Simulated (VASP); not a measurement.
# Li (Im-3m) in VASP: settings compared, part 3 of 3

VASP 6.6.1. The steps go on from the part before.

## (4) Relaxation of cell and atoms, r2SCAN+D4

File POSCAR:

```
Li
1.0
   -1.7546500000      1.7546500000      1.7546500000
    1.7546500000     -1.7546500000      1.7546500000
    1.7546500000      1.7546500000     -1.7546500000
Li
1
Direct
    0.0000000000      0.0000000000      0.0000000000
```

File INCAR.step1:

```
SYSTEM = Li
PREC     = Accurate       ! precision mode
ENCUT    = 600            ! plane-wave cutoff, eV
ISMEAR   = -1             ! smearing method
SIGMA    = 0.05           ! smearing width, eV
LREAL    = .False.        ! projectors in reciprocal space
LASPH    = .True.         ! aspherical terms in the spheres
NELM     = 80             ! most SCF steps
GGA      = PE             ! functional
ALGO     = Normal         ! electronic algorithm
EDIFF    = 1E-4           ! SCF threshold, eV
LWAVE    = .True.         ! write WAVECAR
LCHARG   = .False.        ! write CHGCAR
```

File INCAR.step2:

```
SYSTEM = Li
PREC     = Accurate       ! precision mode
ENCUT    = 600            ! plane-wave cutoff, eV
EDIFF    = 1E-6           ! SCF threshold, eV
ISMEAR   = -1             ! smearing method
SIGMA    = 0.05           ! smearing width, eV
LREAL    = .False.        ! projectors in reciprocal space
LASPH    = .True.         ! aspherical terms in the spheres
NELM     = 80             ! most SCF steps
ALGO     = Normal         ! electronic algorithm
ISIF     = 3              ! what is computed and relaxed
LWAVE    = .False.        ! write WAVECAR
LCHARG   = .False.        ! write CHGCAR
METAGGA  = R2SCAN         ! meta-GGA
LMIXTAU  = .True.       
IVDW     = 13             ! dispersion correction
VDW_S6   = 1.0          
VDW_S8   = 0.6018749    
VDW_A1   = 0.51559235   
VDW_A2   = 5.77342911   
IBRION   = 2              ! ionic algorithm
NSW      = 60             ! ionic steps
EDIFFG   = -0.01          ! ionic threshold
ISTART   = 1
```

File KPOINTS:

```
Automatic mesh
0
Gamma
  11 11 11
  0 0 0
```

Potentials or basis: VASP PAW PBE potentials, release 64 (Li_sv).

Launch:

```bash
cat potpaw_PBE.64/Li_sv/POTCAR > POTCAR
cp INCAR.step1 INCAR
mpirun -np 1 vasp_std > vasp.out
cp INCAR.step2 INCAR
mpirun -np 1 vasp_std > vasp.out
```

OUTCAR:

```text
SYSTEM = Li
   PREC = Accurate
   ENCUT = 600
   EDIFF = 1E-6
   ISMEAR = -1
   LREAL = .False.
   LASPH = .True.
   NELM = 80
   ISIF = 3
   METAGGA = R2SCAN
   IVDW = 13
   IBRION = 2
   NSW = 60
   EDIFFG = -0.01
   ISTART = 1

 ion  position               nearest neighbor table
   1  0.000  0.000  0.000-

  LATTYP: Found a body centered cubic cell.
 ALAT       =     3.5093000000

  Lattice vectors:

 A1 = (  -1.7546500000,   1.7546500000,   1.7546500000)
 A2 = (   1.7546500000,  -1.7546500000,   1.7546500000)
 A3 = (   1.7546500000,   1.7546500000,  -1.7546500000)

Analysis of symmetry for initial positions (statically):
=====================================================================
 Subroutine PRICEL returns:
 Original cell was already a primitive cell.

 Routine SETGRP: Setting up the symmetry group for a
 body centered cubic supercell.

 Subroutine GETGRP returns: Found 48 space group operations
 (whereof 48 operations were pure point group operations)
 out of a pool of 48 trial point group operations.

The static configuration has the point symmetry O_h .

Analysis of symmetry for dynamics (positions and initial velocities):
=====================================================================
 Subroutine PRICEL returns:
 Original cell was already a primitive cell.

 Routine SETGRP: Setting up the symmetry group for a
 body centered cubic supercell.

 Subroutine GETGRP returns: Found 48 space group operations
 (whereof 48 operations were pure point group operations)
 out of a pool of 48 trial point group operations.

The dynamic configuration has the point symmetry O_h .

 Subroutine INISYM returns: Found 48 space group operations
 (whereof 48 operations are pure point group operations),
 and found     1 'primitive' translations

----------------------------------------------------------------------------------------

                                     Primitive cell

  volume of cell :      21.6088

  direct lattice vectors                    reciprocal lattice vectors
    -1.754650000  1.754650000  1.754650000     0.000000000  0.284957114  0.284957114
     1.754650000 -1.754650000  1.754650000     0.284957114  0.000000000  0.284957114
     1.754650000  1.754650000 -1.754650000     0.284957114  0.284957114  0.000000000

  length of vectors
     3.039142950  3.039142950  3.039142950     0.402990215  0.402990215  0.402990215

  position of ions in fractional coordinates (direct lattice)
     0.000000000  0.000000000  0.000000000

  ion indices of the primitive-cell ions
   primitive index   ion index
                 1           1

----------------------------------------------------------------------------------------

 KPOINTS: Automatic mesh

Automatic generation of k-mesh.
 Grid dimensions read from file:
 generate k-points for:   11   11   11

 Generating k-lattice:

  Cartesian coordinates                     Fractional coordinates (reciprocal lattice)
     0.000000000  0.025905192  0.025905192     0.090909091  0.000000000  0.000000000
     0.025905192  0.000000000  0.025905192     0.000000000  0.090909091  0.000000000
     0.025905192  0.025905192  0.000000000     0.000000000  0.000000000  0.090909091

  Length of vectors
     0.036635474  0.036635474  0.036635474

  Shift w.r.t. Gamma in fractional coordinates (k-lattice)
     0.000000000  0.000000000  0.000000000

 Subroutine IBZKPT returns following result:
 ===========================================

 Found     56 irreducible k-points:

 Following reciprocal coordinates:
            Coordinates               Weight
  0.000000  0.000000  0.000000      1.000000
  0.090909  0.000000  0.000000     12.000000
  0.181818  0.000000  0.000000     12.000000
  0.272727  0.000000  0.000000     12.000000
  0.363636  0.000000  0.000000     12.000000
  0.454545  0.000000  0.000000     12.000000
[... 16 lines left out ...]
  0.272727  0.181818  0.090909     48.000000
  0.363636  0.181818  0.090909     24.000000
 [... further k-points ...]
   k-points           NKPTS =     56   k-points in BZ     NKDIM =     56   number of bands    NBANDS=      5
   number of dos      NEDOS =    301   number of ions     NIONS =      1
   total plane-waves  NPLWV =  13824
   dimension x,y,z NGX =    24 NGY =   24 NGZ =   24
   dimension x,y,z NGXF=    48 NGYF=   48 NGZF=   48
   ions per type =               1
   NGX,Y,Z   is equivalent  to a cutoff of  13.13, 13.13, 13.13 a.u.
   NGXF,Y,Z  is equivalent  to a cutoff of  26.26, 26.26, 26.26 a.u.
 SYSTEM =  Li
   PREC   = accura    normal or accurate (medium, high low for compatibility)
   ISTART =      1    job   : 0-new  1-cont  2-samecut
   ICHARG =      0    charge: 1-file 2-atom 10-const
   ISPIN  =      1    spin polarized calculation?
   LNONCOLLINEAR =      F non collinear calculations
   LSORBIT =      F    spin-orbit coupling
   LASPH  =      T    aspherical Exc in radial PAW
   ENCUT  =  600.0 eV  44.10 Ry    6.64 a.u.   6.07  6.07  6.07*2*pi/ulx,y,z
   NELM   =     80;   NELMIN=  2; NELMDL=  0     # of ELM steps
   EDIFF  = 0.1E-05   stopping-criterion for ELM
   LREAL  =      F    real-space projection
   EDIFFG = -.1E-01   stopping-criterion for IOM
   NSW    =     60    number of steps for IOM
   IBRION =      2    ionic relax: 0-MD 1-quasi-New 2-CG
   NFREE  =      1    steps in history (QN), initial steepest desc. (CG)
   ISIF   =      3    stress and relaxation
   ISYM   =      2    0-nonsym 1-usesym 2-fastsym
   POTIM  = 0.5000    time-step for ionic-motion
   TEBEG  =    0.0;   TEEND  =   0.0 temperature during run
   PSTRESS=    0.0 pullay stress
   NELECT =       3.0000    total number of electrons
   NUPDOWN=      -1.0000    fix difference up-down
   EMIN   =  10.00;   EMAX   =-10.00  energy-range for DOS
   EFERMI =   0.00;   METHOD = LEGACY
   ISMEAR =    -1;   SIGMA  =   0.05  broadening in eV -4-tet -1-fermi 0-gaus
   EFERMI_NEDOS =   21; number of points for ismear=-14 and -15
   IALGO  =     38    algorithm
   IMIX   =      4    mixing-type and parameters
     AMIX     =   0.40;   BMIX     =  1.00
     AMIX_MAG =   1.60;   BMIX_MAG =  1.00
  volume/ion in A,a.u.               =      21.61       145.82
  Fermi-wavevector in a.u.,A,eV,Ry     =   0.847692  1.601906  9.776898  0.718582
  Thomas-Fermi vector in A             =   1.963238
   LORBIT       =      0    0 simple, 1 ext, 2 COOP (PROOUT), +10 PAW based schemes
   METAGGA = R2SCAN    functional components
   LHFCALC =     F    Hartree Fock is set to
   AEXX    =    0.0000 exact exchange contribution
   IVDW    =    13    specifies the selected vdW correction
   LEPSILON=     F    determine dielectric tensor
   LRPA    =     F    only Hartree local field effects (RPA)
 conjugate gradient relaxation of ions
 non-spin polarized calculation
  energy-cutoff  :      600.00
  volume of cell :       21.61
 maximum number of plane-waves:       730
   NGX = 13   NGY = 13   NGZ = 13

--------------------------------------- Ionic step        1  -------------------------------------------

 number of electron       2.9999991 magnetization

 Free energy of the ion-electron system (eV)
  ---------------------------------------------------
  ext. energy  EPLUGINS =         0.00000000
  ---------------------------------------------------
  free energy    TOTEN  =        -2.38813351 eV

  energy without entropy =       -2.38458021  energy(sigma->0) =       -2.38635686

------------------------ aborting loop because EDIFF is reached ----------------------------------------

  DFT-D4 for vdW energy calculation

  Edisp (eV):   -0.00668
[... 186 lines left out ...]
--------------------------------------- Ionic step        6  -------------------------------------------

 number of electron       2.9999998 magnetization

 Free energy of the ion-electron system (eV)
  ---------------------------------------------------
  ext. energy  EPLUGINS =         0.00000000
  ---------------------------------------------------
  free energy    TOTEN  =        -2.38838146 eV

  energy without entropy =       -2.38485661  energy(sigma->0) =       -2.38661904

 E-fermi :   0.6287     XC(G=0):  -7.4341

 val. band max:        0.6275148244   @ k =   0.4545   0.0000   0.0000
 cond. band min:       0.8169693908   @ k =   0.1818   0.1818   0.1818
 fundamental gap:      0.1894545664
 Fermi energy:         0.6287249955

 k-point     1 :       0.0000    0.0000    0.0000
  band No.  band energies     occupation
      1     -47.4472      2.00000
      2      -3.2622      2.00000
      3      16.8514      0.00000
      4      16.8527      0.00000
      5      16.8527      0.00000
[... 177 lines left out ...]
 k-point    24 :       0.3636    0.1818    0.0909
  band No.  band energies     occupation
      1     -47.4266      2.00000
      2       1.9492      0.00000
      3       4.1350      0.00000
      4       7.8961      0.00000
      5      10.8426      0.00000

 [... further k-points ...]

------------------------ aborting loop because EDIFF is reached ----------------------------------------

  DFT-D4 for vdW energy calculation

  Edisp (eV):   -0.00708
[... 24 lines left out ...]
  FREE ENERGIE OF THE ION-ELECTRON SYSTEM (eV)
  ---------------------------------------------------
  free  energy   TOTEN  =        -2.3954609771 eV

  energy  without entropy=       -2.3919361282  energy(sigma->0) =       -2.39369855

 reached required accuracy - stopping structural energy minimisation
```

It took 85 s on 1 thread of Intel Xeon Platinum 8488C (Sapphire Rapids), shared host; peak memory 0.13 GiB.

Results:

```yaml
Free_energy: -2.3955 eV
Relaxed_volume: 20.41 Å³/atom
Relaxed_cell: a = 2.982 Å, b = 2.982 Å, c = 2.982 Å, α = 109.47°, β = 109.47°, γ = 109.47°
Space_group_after_relaxing_to_0.1_Å: Im-3m (No. 229)
Energy_gained_by_relaxing: 0.6 meV/atom
Ionic_steps: 6
Pressure_after_relaxing: 0.0 GPa
Band_gap_on_the_k_mesh: zero (an odd number of electrons rules out a gap without spin polarisation)
Dispersion_energy_per_atom: -0.007 eV
```

The path:
| step | energy change (eV) | largest force (eV/Å) | pressure (GPa) | volume (Å³) |
| --- | --- | --- | --- | --- |
| 1 | 0.0000 | 0.0000 | -0.50 | 21.61 |
| 2 | -0.0006 | 0.0000 | -0.53 | 21.40 |
| 3 | -0.0010 | 0.0000 | -0.14 | 20.78 |
| 4 | -0.0009 | 0.0000 | -0.09 | 20.58 |
| 5 | -0.0004 | 0.0000 | 0.14 | 20.17 |
| 6 | -0.0006 | 0.0000 | -0.05 | 20.41 |

Final structure:
```cif
data_structure
_symmetry_space_group_name_H-M 'P 1'
_symmetry_Int_Tables_number 1
_cell_length_a 2.9818
_cell_length_b 2.9818
_cell_length_c 2.9818
_cell_angle_alpha 109.471
_cell_angle_beta 109.471
_cell_angle_gamma 109.471
_cell_volume 20.41
loop_
_atom_site_label
_atom_site_type_symbol
_atom_site_fract_x
_atom_site_fract_y
_atom_site_fract_z
_atom_site_occupancy
Li1 Li 0.00000 0.00000 0.00000 1
```

Levels at points of the mesh, in eV from the Fermi level:
```
           k point  band 1  band 2  band 3  band 4  band 5
(0.00, 0.00, 0.00)  -48.08   -3.89   16.22   16.22   16.22
```

Caveat: the cutoff is under 1.25 times the usual one of these potentials, so pressure, stress and relaxed cells hold a basis-set (Pulay) error; the PAW data sets were made with another functional, which shifts forces and pressure a little.

## (5) Relaxation of cell and atoms, r2SCAN+rVV10

POSCAR is that of step 4.

File INCAR.step1:

```
PREC = Accurate
ENCUT = 600
ISMEAR = -1
SIGMA = 0.05
LREAL = False
LASPH = True
NELM = 100
GGA = PE
ALGO = Normal
EDIFF = 1E-4
LWAVE = True
LCHARG = False
```

File INCAR.step2:

```
PREC = Accurate
ENCUT = 600
EDIFF = 1E-6
ISMEAR = -1
SIGMA = 0.05
LREAL = False
LASPH = True
NELM = 100
ALGO = Normal
ISIF = 3
LWAVE = False
LCHARG = False
METAGGA = R2SCAN
LMIXTAU = True
LUSE_VDW = True
IVDW_NL = 2
BPARAM = 11.95
CPARAM = 0.0093
IBRION = 2
NSW = 60
EDIFFG = -0.01
ISTART = 1
```

File KPOINTS:

```
regular mesh
0
Gamma
  11 11 11
```

Launch:

```bash
cat potpaw_PBE.64/Li_sv/POTCAR > POTCAR
cp INCAR.step1 INCAR
mpirun -np 1 vasp_std > vasp.out
cp INCAR.step2 INCAR
mpirun -np 1 vasp_std > vasp.out
```

It took 4 min on 1 thread of Intel Xeon Platinum 8488C (Sapphire Rapids), shared host; peak memory 0.2 GiB.

Results (log left out):

| Property | Result |
| --- | --- |
| Free energy | -2.3023 eV |
| Relaxed volume | 20.42 Å³/atom |
| Relaxed cell | a = 2.982 Å, b = 2.982 Å, c = 2.982 Å, α = 109.47°, β = 109.47°, γ = 109.47° |
| Space group after relaxing (to 0.1 Å) | Im-3m (No. 229) |
| Energy gained by relaxing | 0.7 meV/atom |
| Ionic steps | 6 |
| Pressure after relaxing | 0.0 GPa |
| Band gap on the k mesh | zero (an odd number of electrons rules out a gap without spin polarisation) |

The path:
```csv
step,energy change (eV),largest force (eV/Å),pressure (GPa),volume (Å³)
1,0.0000,0.0000,-0.49,21.61
2,-0.0006,0.0000,-0.52,21.40
3,-0.0010,0.0000,-0.13,20.80
4,-0.0008,0.0000,-0.09,20.61
5,-0.0004,0.0000,0.08,20.25
6,-0.0007,0.0000,-0.03,20.42
```

Final structure:
```cif
data_structure
_symmetry_space_group_name_H-M 'P 1'
_symmetry_Int_Tables_number 1
_cell_length_a 2.9825
_cell_length_b 2.9825
_cell_length_c 2.9825
_cell_angle_alpha 109.471
_cell_angle_beta 109.471
_cell_angle_gamma 109.471
_cell_volume 20.42
loop_
_atom_site_label
_atom_site_type_symbol
_atom_site_fract_x
_atom_site_fract_y
_atom_site_fract_z
_atom_site_occupancy
Li1 Li 0.00000 0.00000 0.00000 1
```

Levels at points of the mesh, in eV from the Fermi level:
| k point | band 1 | band 2 | band 3 | band 4 | band 5 |
| --- | --- | --- | --- | --- | --- |
| (0.00, 0.00, 0.00) | -48.04 | -3.88 | 16.20 | 16.21 | 16.21 |

Caveat: the cutoff is under 1.25 times the usual one of these potentials, so pressure, stress and relaxed cells hold a basis-set (Pulay) error; the PAW data sets were made with another functional, which shifts forces and pressure a little.

## (6) Overview

| task | level | cell | cutoff (eV) | gap on the mesh (eV) | pressure (GPa) | relaxed volume (Å³/atom) |
| --- | --- | --- | --- | --- | --- | --- |
| single point | r2SCAN+D3(BJ) | as given | 520 | none | - | - |
| relaxation of cell and atoms | r2SCAN+D3(BJ) | relaxed | 600 | none | 0.0 | 19.22 |
| relaxation of cell and atoms | r2SCAN+D4 | relaxed | 600 | none | 0.0 | 20.41 |
| relaxation of cell and atoms | r2SCAN+rVV10 | relaxed | 600 | none | 0.0 | 20.42 |

Alike in all rows: potentials or basis VASP PAW PBE potentials, release 64 (Li_sv); no spin polarisation; k mesh 11 × 11 × 11; smearing fermi-dirac 0.05 eV.

Caveats: the cutoff is under 1.25 times the usual one of these potentials, so pressure, stress and relaxed cells hold a basis-set (Pulay) error; the PAW data sets were made with another functional, which shifts forces and pressure a little; three body term missing (at least some runs).

Total energies depend on the potentials used, so only differences within one code and one set of settings carry meaning.

## (7) How close it comes

Step 3. The cell as given is a measured one (21.61 Å³/atom); r2SCAN+D3(BJ) puts the equilibrium volume -11.1 % from it, thermal expansion not counted.

Step 4. The cell as given is a measured one (21.61 Å³/atom); r2SCAN+D4 puts the equilibrium volume -5.6 % from it, thermal expansion not counted.

Step 5. The cell as given is a measured one (21.61 Å³/atom); r2SCAN+rVV10 puts the equilibrium volume -5.5 % from it, thermal expansion not counted.
